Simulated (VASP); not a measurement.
# Rh (P6_3/mmc) in VASP: notebook, part 2 of 2

VASP 6.6.1.

## Step 4: Single point, PBE (biaxial strain in the a-b plane: +6.0 %, then relaxed in part)

Contents of INCAR:

```
SYSTEM = Rh
PREC = Accurate
ENCUT = 520
EDIFF = 1E-6
ISMEAR = 0
SIGMA = 0.1
LREAL = .False.
LASPH = .True.
NELM = 60
ALGO = Fast
ISIF = 2
LWAVE = .False.
LCHARG = .False.
GGA = PE
NBANDS = 22
```

Contents of KPOINTS:

```
Automatic mesh
0
Gamma
  24 24 12
  0 0 0
```

Contents of POSCAR:

```
Rh
1.0
    2.8882764713      0.0000000000      0.0000000000
   -1.4441382357      2.5013207973      0.0000000000
    0.0000000000      0.0000000000      4.1812773004
Rh
2
Direct
    0.6666666667      0.3333333333      0.7500000000
    0.3333333333      0.6666666667      0.2500000000
```

Potentials or basis: VASP PAW PBE potentials, release 64 (Rh_pv).

Run with:

```
> cat potpaw_PBE.64/Rh_pv/POTCAR > POTCAR
> mpirun -np 1 vasp_std > vasp.out
```

OUTCAR:

```text
SYSTEM = Rh
   PREC = Accurate
   ENCUT = 520
   EDIFF = 1E-6
   ISMEAR = 0
   LREAL = .False.
   LASPH = .True.
   NELM = 60
   ISIF = 2
   GGA = PE

 ion  position               nearest neighbor table
   1  0.667  0.333  0.750-   2 2.67   2 2.67   2 2.67   2 2.67   2 2.67   2 2.67
   2  0.333  0.667  0.250-   1 2.67   1 2.67   1 2.67   1 2.67   1 2.67   1 2.67

  LATTYP: Found a hexagonal cell.
 ALAT       =     2.8882764713
 C/A-ratio  =     1.4476721124

  Lattice vectors:

 A1 = (   2.8882764713,   0.0000000000,   0.0000000000)
 A2 = (  -1.4441382357,   2.5013207973,   0.0000000000)
 A3 = (   0.0000000000,   0.0000000000,   4.1812773004)

Analysis of symmetry for initial positions (statically):
=====================================================================
 Subroutine PRICEL returns:
 Original cell was already a primitive cell.

 Routine SETGRP: Setting up the symmetry group for a
 hexagonal supercell.

 Subroutine GETGRP returns: Found 24 space group operations
 (whereof 12 operations were pure point group operations)
 out of a pool of 24 trial point group operations.

The static configuration has the point symmetry D_3d.
 The point group associated with its full space group is D_6h.

Analysis of symmetry for dynamics (positions and initial velocities):
=====================================================================
 Subroutine PRICEL returns:
 Original cell was already a primitive cell.

 Routine SETGRP: Setting up the symmetry group for a
 hexagonal supercell.

 Subroutine GETGRP returns: Found 24 space group operations
 (whereof 12 operations were pure point group operations)
 out of a pool of 24 trial point group operations.

The dynamic configuration has the point symmetry D_3d.
 The point group associated with its full space group is D_6h.

 Subroutine INISYM returns: Found 24 space group operations
 (whereof 12 operations are pure point group operations),
 and found     1 'primitive' translations

[... 106 lines left out ...]
   NUPDOWN=      -1.0000    fix difference up-down
   EMIN   =  10.00;   EMAX   =-10.00  energy-range for DOS
   EFERMI =   0.00;   METHOD = LEGACY
   ISMEAR =     0;   SIGMA  =   0.10  broadening in eV -4-tet -1-fermi 0-gaus
   EFERMI_NEDOS =   21; number of points for ismear=-14 and -15
   IALGO  =     68    algorithm
   IMIX   =      4    mixing-type and parameters
     AMIX     =   0.40;   BMIX     =  1.00
     AMIX_MAG =   1.60;   BMIX_MAG =  1.00
  volume/ion in A,a.u.               =      15.10       101.93
  Fermi-wavevector in a.u.,A,eV,Ry     =   1.633339  3.086562 36.297551  2.667795
  Thomas-Fermi vector in A             =   2.725160
   LORBIT       =      0    0 simple, 1 ext, 2 COOP (PROOUT), +10 PAW based schemes
   GGA     = PE    functional components
   LHFCALC =     F    Hartree Fock is set to
   AEXX    =    0.0000 exact exchange contribution
   IVDW    =     0    specifies the selected vdW correction
   LEPSILON=     F    determine dielectric tensor
   LRPA    =     F    only Hartree local field effects (RPA)
 non-spin polarized calculation
 RMM-DIIS sequential band-by-band and
 Gauss-broadening in eV      SIGMA  =   0.10
  energy-cutoff  :      520.00
  volume of cell :       30.21
 maximum number of plane-waves:       837
 NGX is ok and might be reduce to    24
   NGX = 11   NGY = 11   NGZ = 15

 number of electron      30.0000008 magnetization

 Free energy of the ion-electron system (eV)
  ---------------------------------------------------
  ext. energy  EPLUGINS =         0.00000000
  ---------------------------------------------------
  free energy    TOTEN  =       -14.23128600 eV

  energy without entropy =      -14.20919932  energy(sigma->0) =      -14.22024266

 E-fermi :  10.3618     XC(G=0): -13.4181

 val. band max:       10.3614196248   @ k =   0.3750   0.2083   0.4167
 cond. band min:      10.3618224289   @ k =   0.3333   0.2917   0.1667
 fundamental gap:      0.0004028041
 Fermi energy:        10.3617760519

 k-point     1 :       0.0000    0.0000    0.0000
  band No.  band energies     occupation
      1     -36.6295      2.00000
      2     -36.0533      2.00000
      3     -36.0533      2.00000
      4     -35.9419      2.00000
      5     -35.9129      2.00000
      6     -35.9129      2.00000
[... 589 lines left out ...]
     21      21.4495      0.00000
     22      24.4648      0.00000

 [... further k-points ...]
[... 5 lines left out ...]
  --------------------------------------------------------------------------------------
  -------------------------------------------------------------------------------------
  Total       -3.3091842     -3.3091842      0.0030650      0.0000000      0.0000000     -0.0000000
  in kB     -175.5150637   -175.5150637      0.1625645      0.0000000      0.0000000     -0.0000000
  external PRESSURE =    -116.9558543 kB  Pullay stress =       0.0000000 kB

 VOLUME and BASIS-vectors are now :
 -----------------------------------------------------------------------------
  energy-cutoff  :      520.00
  volume of cell :       30.21
      direct lattice vectors                 reciprocal lattice vectors
     2.888276471  0.000000000  0.000000000     0.346227243  0.199894392  0.000000000
    -1.444138236  2.501320797  0.000000000     0.000000000  0.399788784  0.000000000
     0.000000000  0.000000000  4.181277300     0.000000000  0.000000000  0.239161368

 POSITION                                       TOTAL-FORCE (eV/Angst)
 -----------------------------------------------------------------------------------
      1.44414      0.83377      3.13596         0.000000     -0.000000      0.000000
     -0.00000      1.66755      1.04532        -0.000000      0.000000      0.000000
 -----------------------------------------------------------------------------------
    total drift:                               -0.000000      0.000000     -0.000000

  FREE ENERGIE OF THE ION-ELECTRON SYSTEM (eV)
  ---------------------------------------------------
  free  energy   TOTEN  =       -14.2312859967 eV

  energy  without entropy=      -14.2091993161  energy(sigma->0) =      -14.22024266
```

OSZICAR:

```text
N       E                     dE             d eps       ncg     rms          rms(c)
DAV:   1     0.326371507099E+03    0.32637E+03   -0.19080E+04 18874   0.156E+03
DAV:   2    -0.801062309737E+01   -0.33438E+03   -0.32266E+03 19526   0.468E+02
DAV:   3    -0.151270244394E+02   -0.71164E+01   -0.70670E+01 21782   0.769E+01
DAV:   4    -0.151757506497E+02   -0.48726E-01   -0.48718E-01 21078   0.642E+00
DAV:   5    -0.151765217410E+02   -0.77109E-03   -0.77108E-03 22046   0.842E-01    0.117E+01
RMM:   6    -0.142535517289E+02    0.92297E+00   -0.22618E+00 19138   0.126E+01    0.398E+00
RMM:   7    -0.142364183970E+02    0.17133E-01   -0.73407E-02 19692   0.216E+00    0.198E+00
RMM:   8    -0.142318541659E+02    0.45642E-02   -0.13036E-02 20323   0.111E+00    0.289E-01
RMM:   9    -0.142312553254E+02    0.59884E-03   -0.22585E-03 21354   0.421E-01    0.460E-02
RMM:  10    -0.142312836863E+02   -0.28361E-04   -0.18629E-04 22205   0.141E-01    0.122E-02
RMM:  11    -0.142312867879E+02   -0.31016E-05   -0.42380E-05 24175   0.604E-02    0.591E-03
RMM:  12    -0.142312859967E+02    0.79121E-06   -0.77778E-06 21343   0.255E-02
   1 F= -.14231286E+02 E0= -.14220243E+02  d E =-.220867E-01
```

Run time: 82 s. Hardware: 1 thread of Intel Xeon 6975P-C (Granite Rapids), shared host; peak memory 0.32 GiB.

What came out:

```yaml
Free_energy: -14.2313 eV
Pressure: -11.7 GPa
Band_gap_on_the_k_mesh: zero (band 15 reaches 10.71 eV, above the bottom of band 16 at 9.07 eV)
```

Caveat: the cell differs from its parent crystal (biaxial strain in the a-b plane: +6.0 %, then relaxed in part).

## Step 5: Single point, PBE (biaxial strain in the a-b plane: +6.0 %)

Contents of INCAR:

```
SYSTEM = Rh
PREC     = Accurate       ! precision mode
ENCUT    = 520            ! plane-wave cutoff, eV
EDIFF    = 1E-6           ! SCF threshold, eV
ISMEAR   = 0              ! smearing method
SIGMA    = 0.1            ! smearing width, eV
LREAL    = .False.        ! projectors in reciprocal space
LASPH    = .True.         ! aspherical terms in the spheres
NELM     = 60             ! most SCF steps
ALGO     = Fast           ! electronic algorithm
ISIF     = 2              ! what is computed and relaxed
LWAVE    = .False.        ! write WAVECAR
LCHARG   = .False.        ! write CHGCAR
GGA      = PE             ! functional
NBANDS   = 22             ! bands
```

KPOINTS is that of step 4.

Changes to POSCAR since step 4:

```diff
@@ -4,3 +4,3 @@
    -1.4441382357      2.5013207973      0.0000000000
-    0.0000000000      0.0000000000      4.1812773004
+    0.0000000000      0.0000000000      4.2269883563
 Rh
```

Run with:

```
> cat potpaw_PBE.64/Rh_pv/POTCAR > POTCAR
> mpirun -np 1 vasp_std > vasp.out
```

Wall time 78 s (1 thread of Intel Xeon 6975P-C (Granite Rapids), shared host); peak memory 0.32 GiB.

Results (log left out):

```yaml
Free_energy: -14.2273 eV
Pressure: -14.1 GPa
Band_gap_on_the_k_mesh: zero (band 15 reaches 10.54 eV, above the bottom of band 16 at 8.87 eV)
```

Stress tensor (GPa, compression positive):
```
-19.13   0.00   0.00
  0.00 -19.13   0.00
  0.00   0.00  -4.09
```

Levels at points of the mesh, in eV from the Fermi level:
```tsv
k point	band 13	band 14	band 15	band 16	band 17	band 18
(0.00, 0.00, 0.00)	-2.01	-2.01	-1.97	0.11	0.11	1.86
(0.50, 0.00, 0.00)	-1.51	-0.08	0.36	0.79	2.44	4.21
(0.00, 0.00, 0.50)	-2.39	-2.39	-0.30	-0.30	-0.30	-0.30
(0.50, 0.00, 0.50)	-0.32	-0.32	0.21	0.21	2.44	2.44
```

Caveat: the cell differs from its parent crystal (biaxial strain in the a-b plane: +6.0 %).

## Step 6: Single point, PBE (volume scaled by 0.98, then relaxed in part)

Contents of INCAR:

```
PREC     = Accurate       # precision mode
ENCUT    = 520            # plane-wave cutoff, eV
EDIFF    = 1E-6           # SCF threshold, eV
ISMEAR   = -1             # smearing method
SIGMA    = 0.15           # smearing width, eV
LREAL    = F              # projectors in reciprocal space
LASPH    = T              # aspherical terms in the spheres
NELM     = 100            # most SCF steps
ALGO     = Fast           # electronic algorithm
ISIF     = 2              # what is computed and relaxed
LWAVE    = F              # write WAVECAR
LCHARG   = F              # write CHGCAR
GGA      = PE             # functional
NBANDS   = 22             # bands
```

Contents of KPOINTS:

```
Automatic mesh
0
Gamma
  18 18 10
```

Contents of POSCAR:

```
Rh
1.0
    2.7094731203      0.0000000000      0.0000000000
   -1.3547365602      2.3464725531      0.0000000000
    0.0000000000      0.0000000000      4.3657133131
Rh
2
Direct
    0.6666666667      0.3333333333      0.7500000000
    0.3333333333      0.6666666667      0.2500000000
```

Potentials or basis: VASP PAW PBE potentials, release 64 (Rh_pv).

Run with:

```
> cat potpaw_PBE.64/Rh_pv/POTCAR > POTCAR
> mpirun -np 1 vasp_std > vasp.out
```

OUTCAR:

```text
PREC = Accurate
   ENCUT = 520
   EDIFF = 1E-6
   ISMEAR = -1
   LREAL = F
   LASPH = T
   NELM = 100
   ISIF = 2
   GGA = PE

 ion  position               nearest neighbor table
   1  0.667  0.333  0.750-   2 2.69   2 2.69   2 2.69   2 2.69   2 2.69   2 2.69
   2  0.333  0.667  0.250-   1 2.69   1 2.69   1 2.69   1 2.69   1 2.69   1 2.69

  LATTYP: Found a hexagonal cell.
 ALAT       =     2.7094731203
 C/A-ratio  =     1.6112775877

  Lattice vectors:

 A1 = (   2.7094731203,   0.0000000000,   0.0000000000)
 A2 = (  -1.3547365602,   2.3464725531,   0.0000000000)
 A3 = (   0.0000000000,   0.0000000000,   4.3657133131)

Analysis of symmetry for initial positions (statically):
=====================================================================
 Subroutine PRICEL returns:
 Original cell was already a primitive cell.

 Routine SETGRP: Setting up the symmetry group for a
 hexagonal supercell.

 Subroutine GETGRP returns: Found 24 space group operations
 (whereof 12 operations were pure point group operations)
 out of a pool of 24 trial point group operations.

The static configuration has the point symmetry D_3d.
 The point group associated with its full space group is D_6h.

Analysis of symmetry for dynamics (positions and initial velocities):
=====================================================================
 Subroutine PRICEL returns:
 Original cell was already a primitive cell.

 Routine SETGRP: Setting up the symmetry group for a
 hexagonal supercell.

 Subroutine GETGRP returns: Found 24 space group operations
 (whereof 12 operations were pure point group operations)
 out of a pool of 24 trial point group operations.

The dynamic configuration has the point symmetry D_3d.
 The point group associated with its full space group is D_6h.

 Subroutine INISYM returns: Found 24 space group operations
 (whereof 12 operations are pure point group operations),
[... 110 lines left out ...]
   EFERMI =   0.00;   METHOD = LEGACY
   ISMEAR =    -1;   SIGMA  =   0.15  broadening in eV -4-tet -1-fermi 0-gaus
   EFERMI_NEDOS =   21; number of points for ismear=-14 and -15
   IALGO  =     68    algorithm
   IMIX   =      4    mixing-type and parameters
     AMIX     =   0.40;   BMIX     =  1.00
     AMIX_MAG =   1.60;   BMIX_MAG =  1.00
  volume/ion in A,a.u.               =      13.88        93.65
  Fermi-wavevector in a.u.,A,eV,Ry     =   1.680080  3.174892 38.404760  2.822670
  Thomas-Fermi vector in A             =   2.763878
   LORBIT       =      0    0 simple, 1 ext, 2 COOP (PROOUT), +10 PAW based schemes
   GGA     = PE    functional components
   LHFCALC =     F    Hartree Fock is set to
   AEXX    =    0.0000 exact exchange contribution
   IVDW    =     0    specifies the selected vdW correction
   LEPSILON=     F    determine dielectric tensor
   LRPA    =     F    only Hartree local field effects (RPA)
 non-spin polarized calculation
 RMM-DIIS sequential band-by-band and
  energy-cutoff  :      520.00
  volume of cell :       27.76
 maximum number of plane-waves:       772
   NGX = 11   NGY = 11   NGZ = 17

 number of electron      30.0000015 magnetization

 Free energy of the ion-electron system (eV)
  ---------------------------------------------------
  ext. energy  EPLUGINS =         0.00000000
  ---------------------------------------------------
  free energy    TOTEN  =       -14.55969629 eV

  energy without entropy =      -14.31551887  energy(sigma->0) =      -14.43760758

 E-fermi :  11.8093     XC(G=0): -13.9688

 val. band max:       11.8039302925   @ k =   0.3333   0.1111   0.2000
 cond. band min:      11.8146486622   @ k =   0.3889   0.0000   0.2000
 fundamental gap:      0.0107183697
 Fermi energy:        11.8092996517

 k-point     1 :       0.0000    0.0000    0.0000
  band No.  band energies     occupation
      1     -35.3398      2.00000
      2     -34.7045      2.00000
      3     -34.7045      2.00000
      4     -34.6069      2.00000
      5     -34.5984      2.00000
      6     -34.5984      2.00000
[... 589 lines left out ...]
     21      23.6554      0.00000
     22      26.5602      0.00000

 [... further k-points ...]

------------------------ aborting loop because EDIFF is reached ----------------------------------------

  FORCE on cell =-STRESS in cart. coord.  units (eV):
  Direction    XX          YY          ZZ          XY          YZ          ZX
  --------------------------------------------------------------------------------------
  -------------------------------------------------------------------------------------
  Total        0.9395742      0.9395742      0.9407475     -0.0000000      0.0000000      0.0000000
  in kB       54.2358068     54.2358068     54.3035341     -0.0000000      0.0000000      0.0000000
  external PRESSURE =      54.2583825 kB  Pullay stress =       0.0000000 kB

 VOLUME and BASIS-vectors are now :
 -----------------------------------------------------------------------------
  energy-cutoff  :      520.00
  volume of cell :       27.76
      direct lattice vectors                 reciprocal lattice vectors
     2.709473120  0.000000000  0.000000000     0.369075446  0.213085808  0.000000000
    -1.354736560  2.346472553  0.000000000     0.000000000  0.426171616  0.000000000
     0.000000000  0.000000000  4.365713313     0.000000000  0.000000000  0.229057643

 POSITION                                       TOTAL-FORCE (eV/Angst)
 -----------------------------------------------------------------------------------
      1.35474      0.78216      3.27428         0.000000      0.000000      0.000000
     -0.00000      1.56432      1.09143        -0.000000     -0.000000      0.000000
 -----------------------------------------------------------------------------------
    total drift:                               -0.000000      0.000000     -0.000000

  FREE ENERGIE OF THE ION-ELECTRON SYSTEM (eV)
  ---------------------------------------------------
  free  energy   TOTEN  =       -14.5596962944 eV

  energy  without entropy=      -14.3155188732  energy(sigma->0) =      -14.43760758
```

Wall time 64 s (1 thread of Intel Xeon Platinum 8488C (Sapphire Rapids), shared host); peak memory 0.21 GiB.

What came out:

| Item | Value |
| --- | --- |
| Free energy | -14.5597 eV |
| Pressure | 5.4 GPa |
| Band gap on the k mesh | zero (band 15 reaches 12.46 eV, above the bottom of band 16 at 10.08 eV) |

Levels at points of the mesh, in eV from the Fermi level:
| k point | band 11 | band 12 | band 13 | band 14 | band 15 | band 16 | band 17 | band 18 | band 19 | band 20 |
| --- | --- | --- | --- | --- | --- | --- | --- | --- | --- | --- |
| (0.00, 0.00, 0.00) | -2.97 | -2.45 | -2.45 | -1.89 | -1.89 | 0.16 | 0.16 | 0.79 | 8.62 | 15.87 |
| (0.50, 0.00, 0.00) | -2.63 | -2.17 | -2.12 | 0.42 | 0.66 | 0.73 | 3.02 | 5.11 | 10.31 | 10.80 |
| (0.00, 0.00, 0.50) | -3.09 | -3.09 | -3.09 | -3.09 | -0.41 | -0.41 | -0.41 | -0.41 | 14.86 | 14.86 |
| (0.50, 0.00, 0.50) | -1.64 | -1.64 | -0.28 | -0.28 | 0.61 | 0.61 | 2.68 | 2.68 | 9.27 | 9.27 |

## Step 7: Overview

```tsv
cell	k mesh	smearing	gap on the mesh (eV)	pressure (GPa)
a = 2.834, b = 2.834, c = 4.250 Å, angles 90.0, 90.0, 120.0°, 2 atoms	24 × 24 × 12	gaussian 0.1 eV	none	-8.9
a = 2.834, b = 2.834, c = 4.280 Å, angles 90.0, 90.0, 120.0°, 2 atoms	24 × 24 × 12	gaussian 0.1 eV	none	-10.5
a = 2.888, b = 2.888, c = 4.181 Å, angles 90.0, 90.0, 120.0°, 2 atoms	24 × 24 × 12	gaussian 0.1 eV	none	-11.7
a = 2.888, b = 2.888, c = 4.227 Å, angles 90.0, 90.0, 120.0°, 2 atoms	24 × 24 × 12	gaussian 0.1 eV	none	-14.1
a = 2.709, b = 2.709, c = 4.366 Å, angles 90.0, 90.0, 120.0°, 2 atoms	18 × 18 × 10	fermi-dirac 0.15 eV	none	5.4
```

Alike in all rows: task single point; level PBE; potentials or basis VASP PAW PBE potentials, release 64 (Rh_pv); no spin polarisation; cutoff (eV) 520.

Absolute energies hang on the potentials; compare differences alone.
